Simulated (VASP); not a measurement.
# NaH (P6_3/mmc) in VASP: relaxation of shape and atoms at fixed volume with PBE

Aim: the relaxation of shape and atoms at fixed volume of NaH with PBE.

Everything below comes from runs of VASP 6.6.1. Logs are shortened: lines on timing, memory, paths and dates and some standing lists are left out, and cuts for length are marked.

## Step 1: The cell of the first run

Symmetry: P6_3/mmc, No. 194, hexagonal system. The conventional cell has a = 3.308 Å, b = 3.308 Å, c = 11.255 Å, α = 90.00°, β = 90.00°, γ = 120.00°. Within 3.1 Å of Na (site symmetry 3m) lie 6 H at 2.35 to 2.39 Å and 1 Na at 2.88 Å. H (site symmetry -3m) has 6 Na at 2.35 Å within 3.1 Å. Within 3.5 Å of H (site symmetry -6m2) lie 6 Na at 2.39 Å and 12 H at 3.31 to 3.40 Å.

## Step 2: Relaxation of shape and atoms at fixed volume, PBE (13.33 Å³/atom)

Input file INCAR:

```
SYSTEM = NaH
PREC = Accurate ; ENCUT = 500
EDIFF = 1E-7 ; ISMEAR = 0
SIGMA = 0.02 ; LREAL = .FALSE.
LASPH = .TRUE. ; NELM = 120
ALGO = Normal ; ISIF = 4
LWAVE = .FALSE. ; LCHARG = .FALSE.
GGA = PE ; IBRION = 2
NSW = 50 ; EDIFFG = -0.01
GGA_COMPAT = .FALSE. ; NELMIN = 4
```

Input file KPOINTS:

```
regular mesh
0
G
  12 12 2
  0 0 0
```

Input file POSCAR:

```
NaH
1.0
    3.3078139714      0.0000000000      0.0000000000
   -1.6539069857      2.8646509302      0.0000000000
    0.0000000000      0.0000000000     11.2549976030
Na H
4 4
Direct
    0.6666666667      0.3333333333      0.8780795698
    0.3333333333      0.6666666667      0.1219204302
    0.3333333333      0.6666666667      0.3780795698
    0.6666666667      0.3333333333      0.6219204302
    0.0000000000      0.0000000000      0.0000000000
    0.0000000000      0.0000000000      0.5000000000
    0.6666666667      0.3333333333      0.2500000000
    0.3333333333      0.6666666667      0.7500000000
```

Potentials or basis: VASP PAW PBE potentials, release 64 (Na_pv, H).

Run with:

```console
$ cat potpaw_PBE.64/Na_pv/POTCAR potpaw_PBE.64/H/POTCAR > POTCAR
$ mpirun -np 1 vasp_std > vasp.out
```

OUTCAR:

```text
SYSTEM = NaH
   PREC = Accurate
   ENCUT = 500
   EDIFF = 1E-7
   ISMEAR = 0
   LREAL = .FALSE.
   LASPH = .TRUE.
   NELM = 120
   ISIF = 4
   GGA = PE
   IBRION = 2
   NSW = 50
   EDIFFG = -0.01
   NELMIN = 4

 ion  position               nearest neighbor table
   1  0.667  0.333  0.878-
   2  0.333  0.667  0.122-
   3  0.333  0.667  0.378-
   4  0.667  0.333  0.622-
   5  0.000  0.000  0.000-
   6  0.000  0.000  0.500-
   7  0.667  0.333  0.250-
   8  0.333  0.667  0.750-

  LATTYP: Found a hexagonal cell.
 ALAT       =     3.3078139714
 C/A-ratio  =     3.4025485412

  Lattice vectors:

 A1 = (   3.3078139714,   0.0000000000,   0.0000000000)
 A2 = (  -1.6539069857,   2.8646509302,   0.0000000000)
 A3 = (   0.0000000000,   0.0000000000,  11.2549976030)

Analysis of symmetry for initial positions (statically):
=====================================================================
 Subroutine PRICEL returns:
 Original cell was already a primitive cell.

 Routine SETGRP: Setting up the symmetry group for a
 hexagonal supercell.

 Subroutine GETGRP returns: Found 24 space group operations
 (whereof 12 operations were pure point group operations)
 out of a pool of 24 trial point group operations.

The static configuration has the point symmetry D_3d.
 The point group associated with its full space group is D_6h.

Analysis of symmetry for dynamics (positions and initial velocities):
=====================================================================
 Subroutine PRICEL returns:
 Original cell was already a primitive cell.

 Routine SETGRP: Setting up the symmetry group for a
 hexagonal supercell.

 Subroutine GETGRP returns: Found 24 space group operations
 (whereof 12 operations were pure point group operations)
 out of a pool of 24 trial point group operations.

The dynamic configuration has the point symmetry D_3d.
 The point group associated with its full space group is D_6h.

 Subroutine INISYM returns: Found 24 space group operations
 (whereof 12 operations are pure point group operations),
 and found     1 'primitive' translations

----------------------------------------------------------------------------------------

                                     Primitive cell

  volume of cell :     106.6493

  direct lattice vectors                    reciprocal lattice vectors
     3.307813971  0.000000000  0.000000000     0.302314462  0.174541336  0.000000000
    -1.653906986  2.864650930  0.000000000     0.000000000  0.349082672  0.000000000
     0.000000000  0.000000000 11.254997603     0.000000000  0.000000000  0.088849419

  length of vectors
     3.307813971  3.307813971 11.254997603     0.349082672  0.349082672  0.088849419

  position of ions in fractional coordinates (direct lattice)
     0.666666667  0.333333333  0.878079570
     0.333333333  0.666666667  0.121920430
     0.333333333  0.666666667  0.378079570
     0.666666667  0.333333333  0.621920430
     0.000000000  0.000000000  0.000000000
     0.000000000  0.000000000  0.500000000
     0.666666667  0.333333333  0.250000000
     0.333333333  0.666666667  0.750000000

  ion indices of the primitive-cell ions
   primitive index   ion index
                 1           1
                 2           2
                 3           3
                 4           4
                 5           5
                 6           6
                 7           7
                 8           8

----------------------------------------------------------------------------------------

 KPOINTS: regular mesh

Automatic generation of k-mesh.
 Grid dimensions read from file:
 generate k-points for:   12   12    2

 Generating k-lattice:

  Cartesian coordinates                     Fractional coordinates (reciprocal lattice)
     0.025192872  0.014545111  0.000000000     0.083333333  0.000000000  0.000000000
     0.000000000  0.029090223  0.000000000     0.000000000  0.083333333  0.000000000
     0.000000000  0.000000000  0.044424710     0.000000000  0.000000000  0.500000000

  Length of vectors
     0.029090223  0.029090223  0.044424710

  Shift w.r.t. Gamma in fractional coordinates (k-lattice)
     0.000000000  0.000000000  0.000000000

 Subroutine IBZKPT returns following result:
 ===========================================

 Found     38 irreducible k-points:

 Following reciprocal coordinates:
            Coordinates               Weight
  0.000000  0.000000  0.000000      1.000000
  0.083333  0.000000  0.000000      6.000000
  0.166667  0.000000  0.000000      6.000000
  0.250000  0.000000  0.000000      6.000000
  0.333333  0.000000  0.000000      6.000000
  0.416667  0.000000  0.000000      6.000000
[... 16 lines left out ...]
  0.250000  0.000000  0.500000      6.000000
  0.333333  0.000000  0.500000      6.000000
 [... further k-points ...]
   k-points           NKPTS =     38   k-points in BZ     NKDIM =     38   number of bands    NBANDS=     21
   number of dos      NEDOS =    301   number of ions     NIONS =      8
   total plane-waves  NPLWV =  48384
   dimension x,y,z NGX =    24 NGY =   24 NGZ =   84
   dimension x,y,z NGXF=    48 NGYF=   48 NGZF=  168
   ions per type =               4   4
   NGX,Y,Z   is equivalent  to a cutoff of  12.06, 12.06, 12.41 a.u.
   NGXF,Y,Z  is equivalent  to a cutoff of  24.12, 24.12, 24.82 a.u.
 SYSTEM =  NaH
   PREC   = accura    normal or accurate (medium, high low for compatibility)
   ISTART =      0    job   : 0-new  1-cont  2-samecut
   ICHARG =      2    charge: 1-file 2-atom 10-const
   ISPIN  =      1    spin polarized calculation?
   LNONCOLLINEAR =      F non collinear calculations
   LSORBIT =      F    spin-orbit coupling
   LASPH  =      T    aspherical Exc in radial PAW
   ENCUT  =  500.0 eV  36.75 Ry    6.06 a.u.   6.03  6.03 20.52*2*pi/ulx,y,z
   NELM   =    120;   NELMIN=  4; NELMDL= -5     # of ELM steps
   EDIFF  = 0.1E-06   stopping-criterion for ELM
   LREAL  =      F    real-space projection
   EDIFFG = -.1E-01   stopping-criterion for IOM
   NSW    =     50    number of steps for IOM
   IBRION =      2    ionic relax: 0-MD 1-quasi-New 2-CG
   NFREE  =      1    steps in history (QN), initial steepest desc. (CG)
   ISIF   =      4    stress and relaxation
   ISYM   =      2    0-nonsym 1-usesym 2-fastsym
   POTIM  = 0.5000    time-step for ionic-motion
   TEBEG  =    0.0;   TEEND  =   0.0 temperature during run
   PSTRESS=    0.0 pullay stress
   NELECT =      32.0000    total number of electrons
   NUPDOWN=      -1.0000    fix difference up-down
   EMIN   =  10.00;   EMAX   =-10.00  energy-range for DOS
   EFERMI =   0.00;   METHOD = LEGACY
   ISMEAR =     0;   SIGMA  =   0.02  broadening in eV -4-tet -1-fermi 0-gaus
   EFERMI_NEDOS =   21; number of points for ismear=-14 and -15
   IALGO  =     38    algorithm
   IMIX   =      4    mixing-type and parameters
     AMIX     =   0.40;   BMIX     =  1.00
     AMIX_MAG =   1.60;   BMIX_MAG =  1.00
  volume/ion in A,a.u.               =      13.33        89.96
  Fermi-wavevector in a.u.,A,eV,Ry     =   1.095987  2.071115 16.343150  1.201188
  Thomas-Fermi vector in A             =   2.232321
   LORBIT       =      0    0 simple, 1 ext, 2 COOP (PROOUT), +10 PAW based schemes
   GGA     = PE    functional components
   LHFCALC =     F    Hartree Fock is set to
   AEXX    =    0.0000 exact exchange contribution
   IVDW    =     0    specifies the selected vdW correction
   LEPSILON=     F    determine dielectric tensor
   LRPA    =     F    only Hartree local field effects (RPA)
 conjugate gradient relaxation of ions
 non-spin polarized calculation
 Gauss-broadening in eV      SIGMA  =   0.02
  energy-cutoff  :      500.00
  volume of cell :      106.65
 maximum number of plane-waves:      2736
   NGX = 13   NGY = 13   NGZ = 41

 number of electron      32.0000031 magnetization

 Free energy of the ion-electron system (eV)
  ---------------------------------------------------
  ext. energy  EPLUGINS =         0.00000000
  ---------------------------------------------------
  free energy    TOTEN  =       -20.13229094 eV

  energy without entropy =      -20.13229094  energy(sigma->0) =      -20.13229094

 E-fermi :  -0.7228     XC(G=0):  -7.9585

 val. band max:       -0.9138079544   @ k =   0.2500   0.2500   0.0000
 cond. band min:       2.7188272626   @ k =   0.0000   0.0000   0.0000
 fundamental gap:      3.6326352170
 Fermi energy:        -0.7228005301

 k-point     1 :       0.0000    0.0000    0.0000
  band No.  band energies     occupation
      1     -23.1573      2.00000
      2     -23.0984      2.00000
      3     -23.0495      2.00000
      4     -23.0177      2.00000
      5     -23.0177      2.00000
      6     -23.0111      2.00000
[... 13 lines left out ...]
     20       9.9622      0.00000
     21      10.5881      0.00000

 k-point     2 :       0.0833    0.0000    0.0000
  band No.  band energies     occupation
      1     -23.1550      2.00000
      2     -23.0984      2.00000
      3     -23.0484      2.00000
      4     -23.0239      2.00000
      5     -23.0194      2.00000
      6     -23.0177      2.00000
[... 13 lines left out ...]
     20       9.5426      0.00000
     21       9.7437      0.00000

 k-point     3 :       0.1667    0.0000    0.0000
  band No.  band energies     occupation
      1     -23.1488      2.00000
      2     -23.0987      2.00000
      3     -23.0474      2.00000
      4     -23.0407      2.00000
      5     -23.0354      2.00000
      6     -23.0303      2.00000
[... 13 lines left out ...]
     20       7.9687      0.00000
     21       8.6559      0.00000

 k-point     4 :       0.2500    0.0000    0.0000
  band No.  band energies     occupation
      1     -23.1402      2.00000
      2     -23.1012      2.00000
      3     -23.0633      2.00000
      4     -23.0584      2.00000
      5     -23.0578      2.00000
      6     -23.0512      2.00000
[... 13 lines left out ...]
     20       6.4501      0.00000
     21       7.2871      0.00000

 k-point     5 :       0.3333    0.0000    0.0000
  band No.  band energies     occupation
      1     -23.1319      2.00000
      2     -23.1095      2.00000
      3     -23.0835      2.00000
      4     -23.0800      2.00000
      5     -23.0761      2.00000
      6     -23.0711      2.00000
[... 13 lines left out ...]
     20       5.3677      0.00000
     21       6.0622      0.00000
[... 382 lines left out ...]
     20       8.6274      0.00000
     21       9.8432      0.00000

 k-point    22 :       0.1667    0.0000    0.5000
  band No.  band energies     occupation
      1     -23.1294      2.00000
      2     -23.1294      2.00000
      3     -23.0422      2.00000
      4     -23.0422      2.00000
      5     -23.0253      2.00000
      6     -23.0253      2.00000
[... 13 lines left out ...]
     20       7.9340      0.00000
     21       8.3804      0.00000

 k-point    23 :       0.2500    0.0000    0.5000
  band No.  band energies     occupation
      1     -23.1237      2.00000
      2     -23.1237      2.00000
      3     -23.0670      2.00000
      4     -23.0670      2.00000
      5     -23.0468      2.00000
      6     -23.0468      2.00000
[... 13 lines left out ...]
     20       6.5328      0.00000
     21       7.2636      0.00000

 k-point    24 :       0.3333    0.0000    0.5000
  band No.  band energies     occupation
      1     -23.1191      2.00000
      2     -23.1191      2.00000
      3     -23.0914      2.00000
      4     -23.0914      2.00000
      5     -23.0670      2.00000
      6     -23.0670      2.00000
[... 13 lines left out ...]
     20       5.3839      0.00000
     21       6.6725      0.00000

 [... further k-points ...]

------------------------ aborting loop because EDIFF is reached ----------------------------------------

  FORCE on cell =-STRESS in cart. coord.  units (eV):
  Direction    XX          YY          ZZ          XY          YZ          ZX
  --------------------------------------------------------------------------------------
  -------------------------------------------------------------------------------------
  Total        1.0111164      1.0111164      1.0706141      0.0000000     -0.0000000      0.0000000
  in kB       15.1898513     15.1898513     16.0836768      0.0000000     -0.0000000      0.0000000
  external PRESSURE =      15.4877932 kB  Pullay stress =       0.0000000 kB

 VOLUME and BASIS-vectors are now :
 -----------------------------------------------------------------------------
  energy-cutoff  :      500.00
  volume of cell :      106.65
      direct lattice vectors                 reciprocal lattice vectors
     3.307813971  0.000000000  0.000000000     0.302314462  0.174541336  0.000000000
    -1.653906986  2.864650930  0.000000000     0.000000000  0.349082672  0.000000000
     0.000000000  0.000000000 11.254997603     0.000000000  0.000000000  0.088849419

 POSITION                                       TOTAL-FORCE (eV/Angst)
 -----------------------------------------------------------------------------------
      1.65391      0.95488      9.88278        -0.000000      0.000000     -0.007044
     -0.00000      1.90977      1.37221         0.000000     -0.000000      0.007044
     -0.00000      1.90977      4.25528         0.000000     -0.000000     -0.007044
      1.65391      0.95488      6.99971        -0.000000      0.000000      0.007044
      0.00000      0.00000      0.00000        -0.000000      0.000000      0.000000
      0.00000      0.00000      5.62750        -0.000000      0.000000      0.000000
      1.65391      0.95488      2.81375        -0.000000      0.000000      0.000000
     -0.00000      1.90977      8.44125         0.000000      0.000000      0.000000
 -----------------------------------------------------------------------------------
    total drift:                               -0.000000      0.000000     -0.000000

  FREE ENERGIE OF THE ION-ELECTRON SYSTEM (eV)
  ---------------------------------------------------
  free  energy   TOTEN  =       -20.1322909431 eV

  energy  without entropy=      -20.1322909431  energy(sigma->0) =      -20.13229094

 reached required accuracy - stopping structural energy minimisation
```

It took 44 s on 1 thread of Intel Xeon Platinum 8488C (Sapphire Rapids), shared host; peak memory 0.23 GiB.

Results:

- Free energy: -20.1323 eV
- Pressure after relaxing: 1.5 GPa
- Largest force after relaxing: 0.007 eV/Å
- Band gap on the k mesh: 3.63 eV (least direct gap 4.29 eV)

Forces in eV/Å, atoms in the order of the input:
```
Na   0.000  0.000 -0.007
Na   0.000  0.000  0.007
Na   0.000  0.000 -0.007
Na   0.000  0.000  0.007
H    0.000  0.000  0.000
H    0.000  0.000  0.000
H    0.000  0.000  0.000
H    0.000  0.000  0.000
```

Stress tensor (GPa, compression positive):
```
1.52 0.00 0.00
0.00 1.52 0.00
0.00 0.00 1.61
```

Final structure:
```yaml
crystal:
  lattice:
    - [3.30781, 0.00000, 0.00000]
    - [-1.65391, 2.86465, 0.00000]
    - [0.00000, 0.00000, 11.25500]
  atoms:
    - { symbol: Na, position: [0.66667, 0.33333, 0.87808] }
    - { symbol: Na, position: [0.33333, 0.66667, 0.12192] }
    - { symbol: Na, position: [0.33333, 0.66667, 0.37808] }
    - { symbol: Na, position: [0.66667, 0.33333, 0.62192] }
    - { symbol: H, position: [0.00000, 0.00000, 0.00000] }
    - { symbol: H, position: [0.00000, 0.00000, 0.50000] }
    - { symbol: H, position: [0.66667, 0.33333, 0.25000] }
    - { symbol: H, position: [0.33333, 0.66667, 0.75000] }
```

Caveat: the relaxation stopped at its first step, so nothing moved. A k mesh can miss the band edges.
